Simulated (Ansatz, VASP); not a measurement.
One calculation of Cu3O2, two programs

INCAR

```
SYSTEM = Cu3O2
  ALGO = Normal
  EDIFF = 1E-6
  ENCUT = 520
  GGA = PS
  ISIF = 2
  ISMEAR = 0
  LASPH = .True.
  LCHARG = .False.
  LREAL = .False.
  LWAVE = .False.
  NBANDS = 30
  NELM = 60
  PREC = Accurate
  SIGMA = 0.15
```

KPOINTS

```
k-points
0
Gamma
  16 16 16
  0 0 0
```

POSCAR

```
Cu3O2
1.0
   -1.9052986071      1.9052986071      3.6304514900
    1.9052986071     -1.9052986071      3.6304514900
    1.9052986071      1.9052986071     -3.6304514900
Cu O
3 2
Direct
    0.2500000000      0.7500000000      0.5000000000
    0.7500000000      0.2500000000      0.5000000000
    0.0000000000      0.0000000000      0.0000000000
    0.0000000000      0.5000000000      0.5000000000
    0.5000000000      0.0000000000      0.5000000000
```

Input for Ansatz:

```yaml
crystal:
  lattice:
    - [-1.9052986071, 1.9052986071, 3.63045149]
    - [1.9052986071, -1.9052986071, 3.63045149]
    - [1.9052986071, 1.9052986071, -3.63045149]
  atoms:
    - { symbol: Cu, position: [0.25, 0.75, 0.5] }
    - { symbol: Cu, position: [0.75, 0.25, 0.5] }
    - { symbol: Cu, position: [0.0, 0.0, 0.0] }
    - { symbol: O, position: [0.0, 0.5, 0.5] }
    - { symbol: O, position: [0.5, 0.0, 0.5] }
basis:
  ecutwfc: 420
kpoints:
  mp_grid: { grid: [16, 16, 16] }
hamiltonian:
  xc: pbesol
scf:
  occupations: { method: gaussian, width: 0.15 }
output:
  forces: true
  stress: true
  eigenvalues: true
```

Change from the starting cell: strain -0.0400 x Voigt [1, 1, 0, 0, 0, 0], atoms carried along.

Alike in both runs: task single point; functional PBEsol; k mesh 16 × 16 × 16; occupations gaussian, width 0.15 eV; no spin polarisation.

|  | VASP | Ansatz |
| --- | --- | --- |
| version | VASP 6.6.1 | Ansatz 0.2.0 |
| potentials or method | VASP PAW PBE potentials, release 64 (Cu, O), cutoff 520 eV | scalar-relativistic, plane waves, PAW |
| valence electrons in the cell | 45 | 69 |

```csv
,VASP,Ansatz,Ansatz less VASP
gap on the k mesh at the Fermi level (eV),none,none,-
pressure (GPa),12.1,11.0,-1.05
"traceless stress, the component that is largest in VASP (GPa)",-2.07,-2.82,-0.746
```

VASP's potentials were made for PBE, not for PBEsol. A gap of «none» marks a metal or a gap that the smearing closes. With one functional, cell and mesh, what is left measures potentials, basis and numerics. VASP's potentials hold 45 valence electrons a cell and Ansatz's 69, so a difference there can come from the potentials and not from the codes.
